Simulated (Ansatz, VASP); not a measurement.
# One calculation of SrTiO3, two programs

The input INCAR:

```
PREC     = Accurate       # precision mode
ENCUT    = 520            # plane-wave cutoff, eV
EDIFF    = 1E-6           # SCF threshold, eV
ISMEAR   = -1             # smearing method
SIGMA    = 0.02           # smearing width, eV
LREAL    = False          # projectors in reciprocal space
LASPH    = True           # aspherical terms in the spheres
NELM     = 100            # most SCF steps
ALGO     = Normal         # electronic algorithm
ISIF     = 2              # what is computed and relaxed
LWAVE    = False          # write WAVECAR
LCHARG   = True           # write CHGCAR
GGA      = PE             # functional
LELF     = True           # ELF
LVHAR    = True         
NBANDS   = 28             # bands
```

KPOINTS

```
Automatic mesh
0
Gamma
  6 6 6
```

File POSCAR:

```
SrTiO3
1.0
    3.9068515030      0.0000000000      0.0000000000
    0.0000000000      3.7552656647      0.0000000000
    0.0000000000      0.0000000000      3.9068515030
Sr Ti O
1 1 3
Direct
    0.0000000000      0.0000000000      0.0000000000
    0.5000000000      0.5000000000      0.5000000000
    0.5000000000      0.0000000000      0.5000000000
    0.5000000000      0.5000000000      0.0000000000
    0.0000000000      0.5000000000      0.5000000000
```

Input for Ansatz:

```yaml
crystal:
  lattice:
    - [3.906851503, 0.0, 0.0]
    - [0.0, 3.7552656647, 0.0]
    - [0.0, 0.0, 3.906851503]
  atoms:
    - { symbol: Sr, position: [0.0, 0.0, 0.0] }
    - { symbol: Ti, position: [0.5, 0.5, 0.5] }
    - { symbol: O, position: [0.5, 0.0, 0.5] }
    - { symbol: O, position: [0.5, 0.5, 0.0] }
    - { symbol: O, position: [0.0, 0.5, 0.5] }
kpoints:
  mp_grid: { grid: [6, 6, 6] }
  band_path:
    path: [[0.0, 0.0, 0.0], [0.0, 0.5, 0.0], [0.5, 0.5, 0.0], [0.5, 0.5, 0.5]]
    npoints: 1
hamiltonian:
  xc: pbe
scf:
  occupations: { method: fermi_dirac, width: 0.02 }
  n_extra_bands: 5
output:
  forces: true
  stress: true
  eigenvalues: true
```

Change from the starting cell: uniaxial_y strain -3.9%.

Alike in both runs: task single point; functional PBE; k mesh 6 × 6 × 6; occupations fermi-dirac, width 0.02 eV; no spin polarisation.

|  | VASP | Ansatz |
| --- | --- | --- |
| version | VASP 6.6.1 | Ansatz 0.2.0 |
| potentials or method | VASP PAW PBE potentials, release 64 (Sr_sv, Ti_sv, O) | plane waves, PAW |
| plane-wave cutoff (eV) | 520 | 420 |
| valence electrons in the cell | 40 | 40 |

Ansatz gave:

```
gap on the k mesh at the Fermi level (eV)                     : 1.89
pressure (GPa)                                                : 12.6
traceless stress, the component that is largest in VASP (GPa) : 7.95
```

Task: What did VASP give for the same quantities?

Result: gap on the k mesh at the Fermi level (eV): 1.85; pressure (GPa): 13.5; traceless stress, the component that is largest in VASP (GPa): 8.05.
